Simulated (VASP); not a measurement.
A run of VASP 6.6.1 is set up as follows.

File INCAR:

```
ALGO = Normal
EDIFF = 1E-6
ENCUT = 520
GGA = PS
ISIF = 2
ISMEAR = 0
LASPH = T
LCHARG = F
LREAL = F
LWAVE = F
NBANDS = 21
NELM = 100
PREC = Accurate
SIGMA = 0.1
```

File KPOINTS:

```
k-points
0
Gamma
  12 12 6
```

POSCAR

```
Sn
1.0
    3.3549798467      0.0000000000      0.0000000000
   -1.6774899233      2.9054977764      0.0000000000
    0.0000000000      0.0000000000      5.3716859170
Sn
2
Direct
    0.3333333333      0.6666666667      0.2500000000
    0.6666666667      0.3333333333      0.7500000000
```

Potentials or basis: VASP PAW PBE potentials, release 64 (Sn_d).

The run is started by

```console
$ cat potpaw_PBE.64/Sn_d/POTCAR > POTCAR
$ mpirun -np 1 vasp_std > vasp.out
```

(1) Estimate the pressure.

(2) Estimate the band gap on the k mesh.

Answers

(1) 0.0 GPa.

(2) zero (bands 14 and 15 overlap by 8.40 eV).

Caveat: the PAW data sets were made with another functional, which shifts forces and pressure a little; spin-orbit coupling is left out, which moves the levels of the heavy elements.
